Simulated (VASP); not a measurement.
Write the native input for VASP 6.6.1 that does the following.

| Quantity | Value |
| --- | --- |
| Task | single point |
| Functional | PBEsol |
| Potentials or basis | VASP PAW PBE potentials, release 64 (Ga_d) |
| Cutoff | 400 eV |
| k mesh | 8 × 8 × 7 |
| Occupations | fermi-dirac, width 0.05 eV |
| Spin | no spin polarisation |
| Dipole correction | no |
| Further INCAR settings | ALGO = Normal; EDIFF = 1e-06; NBANDS = 20 |

The structure of Ga lies in POSCAR:

```
Ga
1.0
    1.4500000000     -4.0650000000      0.0000000000
    1.4500000000      4.0650000000      0.0000000000
    0.0000000000      0.0000000000      3.1700000000
Ga
2
Direct
    0.8637236162      0.1362763838      0.4166567823
    0.1362763838      0.8637236162      0.7500100946
```

One way to write it, as run:

INCAR

```
SYSTEM = Ga
  PREC = Accurate
  ENCUT = 400
  EDIFF = 1E-6
  ISMEAR = -1
  SIGMA = 0.05
  LREAL = .FALSE.
  LASPH = .TRUE.
  NELM = 120
  ALGO = Normal
  ISIF = 2
  LWAVE = .FALSE.
  LCHARG = .FALSE.
  GGA = PS
  NBANDS = 20
  GGA_COMPAT = .FALSE.
```

KPOINTS

```
Automatic mesh
0
G
  8 8 7
  0 0 0
```

Potentials or basis: VASP PAW PBE potentials, release 64 (Ga_d).

Command:

```sh
$ cat potpaw_PBE.64/Ga_d/POTCAR > POTCAR
$ mpirun -np 1 vasp_std > vasp.out
```

It gave:

| Quantity | Value |
| --- | --- |
| Pressure | 1.0 GPa |
| Largest force | 0.563 eV/Å |
| Band gap on the k mesh | zero (band 13 reaches 10.29 eV, above the bottom of band 14 at 2.78 eV) |

Caveat: the PAW data sets were made with another functional, which shifts forces and pressure a little.

It took 27 s on 1 thread of Intel(R) Xeon(R) 6975P-C (Granite Rapids), on a shared host, peak memory 0.18 GiB.
